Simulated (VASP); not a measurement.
# As (Pm-3m) in VASP: notebook

As is run at these levels: PBE; tasks: single point.

All numbers are computed with VASP 6.6.1; they aren't measurements. Logs are shortened: lines on timing, memory, paths and dates and some standing lists are left out, and cuts for length are marked.

## Step 1: The cell of the first run

Symmetry: Pm-3m, No. 221, cubic system. Conventional cell: a = 2.704 Å, b = 2.704 Å, c = 2.704 Å, α = 90.00°, β = 90.00°, γ = 90.00°. As (site symmetry m-3m) has 6 As at 2.70 Å within 3.6 Å.

## Step 2: Single point, PBE (one atom moved)

INCAR

```
PREC = Accurate
ENCUT = 500
EDIFF = 1E-6
ISMEAR = 0
SIGMA = 0.1
LREAL = F
LASPH = T
NELM = 120
ALGO = Normal
ISIF = 2
LWAVE = F
LCHARG = T
GGA = PE
LELF = T
LVHAR = T
NBANDS = 8
GGA_COMPAT = F
```

KPOINTS

```
regular mesh
0
Gamma
  14 14 14
```

POSCAR

```
As
1.0
    2.7036817444      0.0000000000      0.0000000000
    0.0000000000      2.7036817444      0.0000000000
    0.0000000000      0.0000000000      2.7036817444
As
1
Direct
    0.5000000000      0.5000000000      0.6386997566
```

Potentials or basis: VASP PAW PBE potentials, release 64 (As).

Launch:

```
$ cat potpaw_PBE.64/As/POTCAR > POTCAR
$ mpirun -np 1 vasp_std > vasp.out
```

OUTCAR:

```text
PREC = Accurate
   ENCUT = 500
   EDIFF = 1E-6
   ISMEAR = 0
   LREAL = F
   LASPH = T
   NELM = 120
   ISIF = 2
   GGA = PE

 ion  position               nearest neighbor table
   1  0.500  0.500  0.639-

  LATTYP: Found a simple cubic cell.
 ALAT       =     2.7036817444

  Lattice vectors:

 A1 = (   2.7036817444,   0.0000000000,   0.0000000000)
 A2 = (   0.0000000000,   2.7036817444,   0.0000000000)
 A3 = (   0.0000000000,   0.0000000000,   2.7036817444)

Analysis of symmetry for initial positions (statically):
=====================================================================
 Subroutine PRICEL returns:
 Original cell was already a primitive cell.

 Routine SETGRP: Setting up the symmetry group for a
 simple cubic supercell.

 Subroutine GETGRP returns: Found 48 space group operations
 (whereof  8 operations were pure point group operations)
 out of a pool of 48 trial point group operations.

The static configuration has the point symmetry C_4v.
 The point group associated with its full space group is O_h .

Analysis of symmetry for dynamics (positions and initial velocities):
=====================================================================
 Subroutine PRICEL returns:
 Original cell was already a primitive cell.

 Routine SETGRP: Setting up the symmetry group for a
 simple cubic supercell.

 Subroutine GETGRP returns: Found 48 space group operations
 (whereof  8 operations were pure point group operations)
 out of a pool of 48 trial point group operations.

The dynamic configuration has the point symmetry C_4v.
 The point group associated with its full space group is O_h .

 Subroutine INISYM returns: Found 48 space group operations
 (whereof  8 operations are pure point group operations),
 and found     1 'primitive' translations

----------------------------------------------------------------------------------------

                                     Primitive cell

  volume of cell :      19.7636

  direct lattice vectors                    reciprocal lattice vectors
     2.703681744  0.000000000  0.000000000     0.369866018  0.000000000  0.000000000
     0.000000000  2.703681744  0.000000000     0.000000000  0.369866018  0.000000000
     0.000000000  0.000000000  2.703681744     0.000000000  0.000000000  0.369866018

  length of vectors
     2.703681744  2.703681744  2.703681744     0.369866018  0.369866018  0.369866018

  position of ions in fractional coordinates (direct lattice)
     0.500000000  0.500000000  0.638699757

  ion indices of the primitive-cell ions
   primitive index   ion index
                 1           1

----------------------------------------------------------------------------------------

 KPOINTS: regular mesh

Automatic generation of k-mesh.
 Grid dimensions read from file:
 generate k-points for:   14   14   14

 Generating k-lattice:

  Cartesian coordinates                     Fractional coordinates (reciprocal lattice)
     0.026419001  0.000000000  0.000000000     0.071428571  0.000000000  0.000000000
     0.000000000  0.026419001  0.000000000     0.000000000  0.071428571  0.000000000
     0.000000000  0.000000000  0.026419001     0.000000000  0.000000000  0.071428571

  Length of vectors
     0.026419001  0.026419001  0.026419001

  Shift w.r.t. Gamma in fractional coordinates (k-lattice)
     0.000000000  0.000000000  0.000000000

 Subroutine IBZKPT returns following result:
 ===========================================

 Found    120 irreducible k-points:

 Following reciprocal coordinates:
            Coordinates               Weight
  0.000000  0.000000  0.000000      1.000000
  0.071429  0.000000  0.000000      6.000000
  0.142857  0.000000  0.000000      6.000000
  0.214286  0.000000  0.000000      6.000000
  0.285714  0.000000  0.000000      6.000000
  0.357143  0.000000  0.000000      6.000000
[... 16 lines left out ...]
  0.285714  0.214286  0.000000     24.000000
  0.357143  0.214286  0.000000     24.000000
 [... further k-points ...]
   k-points           NKPTS =    120   k-points in BZ     NKDIM =    120   number of bands    NBANDS=      8
   number of dos      NEDOS =    301   number of ions     NIONS =      1
   total plane-waves  NPLWV =   8000
   dimension x,y,z NGX =    20 NGY =   20 NGZ =   20
   dimension x,y,z NGXF=    40 NGYF=   40 NGZF=   40
   ions per type =               1
   NGX,Y,Z   is equivalent  to a cutoff of  12.30, 12.30, 12.30 a.u.
   NGXF,Y,Z  is equivalent  to a cutoff of  24.60, 24.60, 24.60 a.u.
 SYSTEM =  unknown system
   PREC   = accura    normal or accurate (medium, high low for compatibility)
   ISTART =      0    job   : 0-new  1-cont  2-samecut
   ICHARG =      2    charge: 1-file 2-atom 10-const
   ISPIN  =      1    spin polarized calculation?
   LNONCOLLINEAR =      F non collinear calculations
   LSORBIT =      F    spin-orbit coupling
   LASPH  =      T    aspherical Exc in radial PAW
   ENCUT  =  500.0 eV  36.75 Ry    6.06 a.u.   4.93  4.93  4.93*2*pi/ulx,y,z
   NELM   =    120;   NELMIN=  2; NELMDL= -5     # of ELM steps
   EDIFF  = 0.1E-05   stopping-criterion for ELM
   LREAL  =      F    real-space projection
   EDIFFG = 0.1E-04   stopping-criterion for IOM
   NSW    =      0    number of steps for IOM
   IBRION =     -1    ionic relax: 0-MD 1-quasi-New 2-CG
   NFREE  =      0    steps in history (QN), initial steepest desc. (CG)
   ISIF   =      2    stress and relaxation
   ISYM   =      2    0-nonsym 1-usesym 2-fastsym
   POTIM  = 0.5000    time-step for ionic-motion
   TEBEG  =    0.0;   TEEND  =   0.0 temperature during run
   PSTRESS=    0.0 pullay stress
   NELECT =       5.0000    total number of electrons
   NUPDOWN=      -1.0000    fix difference up-down
   EMIN   =  10.00;   EMAX   =-10.00  energy-range for DOS
   EFERMI =   0.00;   METHOD = LEGACY
   ISMEAR =     0;   SIGMA  =   0.10  broadening in eV -4-tet -1-fermi 0-gaus
   EFERMI_NEDOS =   21; number of points for ismear=-14 and -15
   IALGO  =     38    algorithm
   IMIX   =      4    mixing-type and parameters
     AMIX     =   0.40;   BMIX     =  1.00
     AMIX_MAG =   1.60;   BMIX_MAG =  1.00
  volume/ion in A,a.u.               =      19.76       133.37
  Fermi-wavevector in a.u.,A,eV,Ry     =   1.035403  1.956627 14.586243  1.072059
  Thomas-Fermi vector in A             =   2.169744
   LORBIT       =      0    0 simple, 1 ext, 2 COOP (PROOUT), +10 PAW based schemes
   GGA     = PE    functional components
   LHFCALC =     F    Hartree Fock is set to
   AEXX    =    0.0000 exact exchange contribution
   IVDW    =     0    specifies the selected vdW correction
   LEPSILON=     F    determine dielectric tensor
   LRPA    =     F    only Hartree local field effects (RPA)
 non-spin polarized calculation
 Gauss-broadening in eV      SIGMA  =   0.10
  energy-cutoff  :      500.00
  volume of cell :       19.76
 maximum number of plane-waves:       516
 NGX is ok and might be reduce to    20
   NGX =  9   NGY =  9   NGZ =  9

 number of electron       5.0000001 magnetization

 Free energy of the ion-electron system (eV)
  ---------------------------------------------------
  ext. energy  EPLUGINS =         0.00000000
  ---------------------------------------------------
  free energy    TOTEN  =        -4.55708819 eV

  energy without entropy =       -4.55387981  energy(sigma->0) =       -4.55548400

 E-fermi :   5.9256     XC(G=0): -10.4337

 val. band max:        5.9179150246   @ k =   0.2857   0.2143   0.0000
 cond. band min:       5.9271617252   @ k =   0.2143   0.2143   0.1429
 fundamental gap:      0.0092467005
 Fermi energy:         5.9255653416

 k-point     1 :       0.0000    0.0000    0.0000
  band No.  band energies     occupation
      1      -9.0444      2.00000
      2      10.0917      0.00000
      3      10.0917      0.00000
      4      10.0917      0.00000
      5      14.4327      0.00000
      6      14.4327      0.00000
      7      16.4916      0.00000
      8      30.8511      0.00000

 k-point     2 :       0.0714    0.0000    0.0000
  band No.  band energies     occupation
      1      -8.9504      2.00000
      2       8.8746      0.00000
      3      10.1748      0.00000
      4      10.1748      0.00000
      5      14.5168      0.00000
      6      15.2984      0.00000
      7      17.0926      0.00000
      8      29.3601      0.00000

 k-point     3 :       0.1429    0.0000    0.0000
  band No.  band energies     occupation
      1      -8.6705      2.00000
      2       6.7253      0.00000
      3      10.4183      0.00000
      4      10.4183      0.00000
      5      14.7663      0.00000
      6      16.0382      0.00000
      7      19.2262      0.00000
      8      27.2266      0.00000

 k-point     4 :       0.2143    0.0000    0.0000
  band No.  band energies     occupation
      1      -8.2138      2.00000
      2       4.5481      2.00000
      3      10.8027      0.00000
      4      10.8027      0.00000
      5      15.1707      0.00000
      6      16.6052      0.00000
      7      21.8858      0.00000
      8      25.2174      0.00000

 k-point     5 :       0.2857    0.0000    0.0000
  band No.  band energies     occupation
      1      -7.6016      2.00000
      2       2.5411      2.00000
      3      11.2885      0.00000
      4      11.2885      0.00000
      5      15.7057      0.00000
      6      17.2902      0.00000
      7      23.4478      0.00000
      8      23.4478      0.00000

 k-point     6 :       0.3571    0.0000    0.0000
  band No.  band energies     occupation
      1      -6.8876      2.00000
      2       0.8103      2.00000
      3      11.8024      0.00000
      4      11.8024      0.00000
      5      16.3148      0.00000
      6      18.1398      0.00000
      7      22.0106      0.00000
      8      22.0106      0.00000

 k-point     7 :       0.4286    0.0000    0.0000
  band No.  band energies     occupation
      1      -6.2132      2.00000
      2      -0.4806      2.00000
      3      12.2211      0.00000
      4      12.2211      0.00000
      5      16.8661      0.00000
      6      19.1517      0.00000
      7      21.0361      0.00000
      8      21.0361      0.00000

 k-point     8 :       0.5000    0.0000    0.0000
  band No.  band energies     occupation
      1      -5.9013      2.00000
      2      -0.9990      2.00000
      3      12.3880      0.00000
      4      12.3880      0.00000
      5      17.1085      0.00000
      6      20.0619      0.00000
      7      20.6836      0.00000
      8      20.6836      0.00000

 k-point     9 :       0.0714    0.0714    0.0000
  band No.  band energies     occupation
      1      -8.8563      2.00000
      2       8.8423      0.00000
      3       9.0854      0.00000
      4      10.2578      0.00000
      5      14.9634      0.00000
      6      16.0320      0.00000
      7      17.4425      0.00000
      8      27.8864      0.00000

 k-point    10 :       0.1429    0.0714    0.0000
  band No.  band energies     occupation
      1      -8.5765      2.00000
      2       6.8063      0.00000
      3       9.2297      0.00000
      4      10.5011      0.00000
      5      15.2980      0.00000
      6      16.9172      0.00000
      7      19.2933      0.00000
      8      25.7758      0.00000
[... 78 lines left out ...]
 k-point    18 :       0.2857    0.1429    0.0000
  band No.  band energies     occupation
      1      -7.2274      2.00000
      2       2.8893      2.00000
      3       8.0511      0.00000
      4      11.6108      0.00000
      5      16.7095      0.00000
      6      18.5658      0.00000
      7      21.1694      0.00000
      8      23.7634      0.00000

 k-point    19 :       0.3571    0.1429    0.0000
  band No.  band energies     occupation
      1      -6.5128      2.00000
      2       1.1629      2.00000
      3       8.6418      0.00000
      4      12.1221      0.00000
      5      16.8456      0.00000
      6      17.8818      0.00000
      7      21.5569      0.00000
      8      22.3370      0.00000

 k-point    20 :       0.4286    0.1429    0.0000
  band No.  band energies     occupation
      1      -5.8372      2.00000
      2      -0.1272      2.00000
      3       9.1532      0.00000
      4      12.5383      0.00000
      5      16.0650      0.00000
      6      18.3834      0.00000
      7      21.3690      0.00000
      8      21.7874      0.00000

 k-point    21 :       0.5000    0.1429    0.0000
  band No.  band energies     occupation
      1      -5.5244      2.00000
      2      -0.6459      2.00000
      3       9.3681      0.00000
      4      12.7040      0.00000
      5      15.7048      0.00000
      6      18.7237      0.00000
      7      21.0189      0.00000
      8      21.6360      0.00000

 k-point    22 :       0.2143    0.2143    0.0000
  band No.  band energies     occupation
      1      -7.3828      2.00000
      2       5.0509      2.00000
      3       5.6149      1.99999
      4      11.5082      0.00000
      5      16.5420      0.00000
      6      18.5976      0.00000
      7      22.5858      0.00000
      8      23.6282      0.00000

 k-point    23 :       0.2857    0.2143    0.0000
  band No.  band energies     occupation
      1      -6.7699      2.00000
      2       3.2984      2.00000
      3       5.9179      1.08616
      4      11.9894      0.00000
      5      16.2605      0.00000
      6      17.7703      0.00000
      7      23.5088      0.00000
      8      24.1315      0.00000

 k-point    24 :       0.3571    0.2143    0.0000
  band No.  band energies     occupation
      1      -6.0540      2.00000
      2       1.5846      2.00000
      3       6.5148      0.00000
      4      12.4971      0.00000
      5      14.9709      0.00000
      6      18.2866      0.00000
      7      22.7297      0.00000
      8      23.5148      0.00000

 [... further k-points ...]
[... 5 lines left out ...]
  --------------------------------------------------------------------------------------
  -------------------------------------------------------------------------------------
  Total        0.3357650      0.3357650      0.3357650      0.0000000     -0.0000000      0.0000000
  in kB       27.2194470     27.2194470     27.2194470      0.0000000     -0.0000000      0.0000000
  external PRESSURE =      27.2194470 kB  Pullay stress =       0.0000000 kB

 VOLUME and BASIS-vectors are now :
 -----------------------------------------------------------------------------
  energy-cutoff  :      500.00
  volume of cell :       19.76
      direct lattice vectors                 reciprocal lattice vectors
     2.703681744  0.000000000  0.000000000     0.369866018  0.000000000  0.000000000
     0.000000000  2.703681744  0.000000000     0.000000000  0.369866018  0.000000000
     0.000000000  0.000000000  2.703681744     0.000000000  0.000000000  0.369866018

 POSITION                                       TOTAL-FORCE (eV/Angst)
 -----------------------------------------------------------------------------------
      1.35184      1.35184      1.72684         0.000000     -0.000000      0.000000
 -----------------------------------------------------------------------------------
    total drift:                                0.000000      0.000000     -0.000000

  FREE ENERGIE OF THE ION-ELECTRON SYSTEM (eV)
  ---------------------------------------------------
  free  energy   TOTEN  =        -4.5570881870 eV

  energy  without entropy=       -4.5538798132  energy(sigma->0) =       -4.55548400
```

It took 12 s on 1 thread of Intel Xeon 8259CL, shared host; peak memory 0.13 GiB.

What came out:

```yaml
Free_energy: -4.5571 eV
Pressure: 2.7 GPa
```

Levels at points of the mesh, in eV from the Fermi level:
```
           k point  band 1  band 2  band 3  band 4  band 5  band 6
(0.00, 0.00, 0.00)  -14.97    4.17    4.17    4.17    8.51    8.51
(0.50, 0.00, 0.00)  -11.83   -6.92    6.46    6.46   11.18   14.14
(0.50, 0.50, 0.00)   -8.54   -4.25   -4.25    2.52    8.63   16.47
(0.50, 0.50, 0.50)   -4.91   -1.81   -1.81   -1.81    5.95    5.95
```

Caveat: the cell differs from its parent crystal (one atom moved).

(Continued in part 2 of 2.)
